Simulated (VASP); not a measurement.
Runs of VASP 6.6.1 on Be2C. The structure is that of space group Fm-3m (No. 225), or close to it. The cells are those of the table. 

```tsv
cell	gap on the mesh (eV)	pressure (GPa)
a = 3.062 Å, angles 60.0°, 3 atoms	1.30	-2.2
a = 3.092 Å, angles 60.0°, 3 atoms	1.28	(b)
a = 3.122 Å, angles 60.0°, 3 atoms	1.26	-12.6
a = 2.999 Å, angles 60.0°, 3 atoms	1.33	(a)
a = 3.031 Å, angles 60.0°, 3 atoms	1.31	4.2
```

Alike in all rows: task single point; level PBEsol; potentials or basis VASP PAW PBE potentials, release 64 (Be, C); no spin polarisation; k mesh 7 × 7 × 7; cutoff (eV) 600; smearing fermi-dirac 0.01 eV.

Question: Fill in the values left out.

Answer: (a) 11.5; (b) -7.7.

Caveats: the PAW data sets were made with another functional, which shifts forces and pressure a little.

A k mesh can miss the band edges.
